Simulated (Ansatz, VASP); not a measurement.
Two plane-wave programs on HfSi4

Contents of INCAR:

```
  ALGO = Normal
  EDIFF = 1E-6
  EDIFFG = -0.04
  ENCUT = 600
  GGA = PE
  IBRION = 2
  ISIF = 3
  ISMEAR = 0
  LASPH = True
  LCHARG = False
  LREAL = False
  LWAVE = False
  NELM = 80
  NSW = 90
  PREC = Accurate
  SIGMA = 0.1
```

The input KPOINTS:

```
k-points
0
Gamma
  4 4 4
```

The input POSCAR:

```
HfSi4
1.0
    0.0000000000      4.7508771300      4.7508771300
    4.7508771300      0.0000000000      4.7508771300
    4.7508771300      4.7508771300      0.0000000000
Hf Si
2 8
Direct
    0.0000000000      0.0000000000      0.0000000000
    0.2500000000      0.2500000000      0.2500000000
    0.3761259900      0.3761259900      0.3761259900
    0.3761259900      0.3761259900      0.8716220300
    0.3761259900      0.8716220300      0.3761259900
    0.8738740100      0.8738740100      0.3783779700
    0.8738740100      0.8738740100      0.8738740100
    0.8716220300      0.3761259900      0.3761259900
    0.8738740100      0.3783779700      0.8738740100
    0.3783779700      0.8738740100      0.8738740100
```

Input for Ansatz:

```yaml
crystal:
  lattice:
    - [0.0, 4.75087713, 4.75087713]
    - [4.75087713, 0.0, 4.75087713]
    - [4.75087713, 4.75087713, 0.0]
  atoms:
    - { symbol: Hf, position: [0.0, 0.0, 0.0] }
    - { symbol: Hf, position: [0.25, 0.25, 0.25] }
    - { symbol: Si, position: [0.37612599, 0.37612599, 0.37612599] }
    - { symbol: Si, position: [0.37612599, 0.37612599, 0.87162203] }
    - { symbol: Si, position: [0.37612599, 0.87162203, 0.37612599] }
    - { symbol: Si, position: [0.87387401, 0.87387401, 0.37837797] }
    - { symbol: Si, position: [0.87387401, 0.87387401, 0.87387401] }
    - { symbol: Si, position: [0.87162203, 0.37612599, 0.37612599] }
    - { symbol: Si, position: [0.87387401, 0.37837797, 0.87387401] }
    - { symbol: Si, position: [0.37837797, 0.87387401, 0.87387401] }
basis:
  ecutwfc: 420
kpoints:
  mp_grid: { grid: [4, 4, 4] }
hamiltonian:
  xc: pbe
scf:
  occupations: { method: gaussian, width: 0.1 }
  lower_state_search: "off"
output:
  forces: true
  stress: true
  eigenvalues: true
relax:
  adjacent_minimum: "off"
  f_tol: 0.04
  max_steps: 70
  cell: { stress_tol: 0.4 }
```

Change from the starting cell: species swapped into the Ba4Rh type (Fd-3m, No. 227).

Alike in both runs: task relaxation of cell and atoms; functional PBE; k mesh 4 × 4 × 4; occupations gaussian, width 0.1 eV; no spin polarisation.

|  | VASP | Ansatz |
| --- | --- | --- |
| version | VASP 6.6.1 | Ansatz 0.2.0 |
| potentials or method | VASP PAW PBE potentials, release 64 (Hf_pv, Si), cutoff 600 eV | scalar-relativistic, plane waves, PAW |
| valence electrons in the cell | 52 | 84 |

Ansatz gave:

```
gap on the k mesh at the Fermi level, each at its own relaxed structure (eV)  : none
relaxed volume (Å³/atom)                                                      : 20.88
relaxed length of the cell vector where the two differ most in proportion (Å) : 6.659
```

Problem. Which values does VASP return?

Solution. gap on the k mesh at the Fermi level, each at its own relaxed structure (eV): none; relaxed volume (Å³/atom): 20.76; relaxed length of the cell vector where the two differ most in proportion (Å): 6.647.

A gap of «none» marks a metal or a gap that the smearing closes. VASP's potentials hold 52 valence electrons a cell and Ansatz's 84, so a difference there can come from the potentials and not from the codes.

Spin-orbit coupling is off throughout.
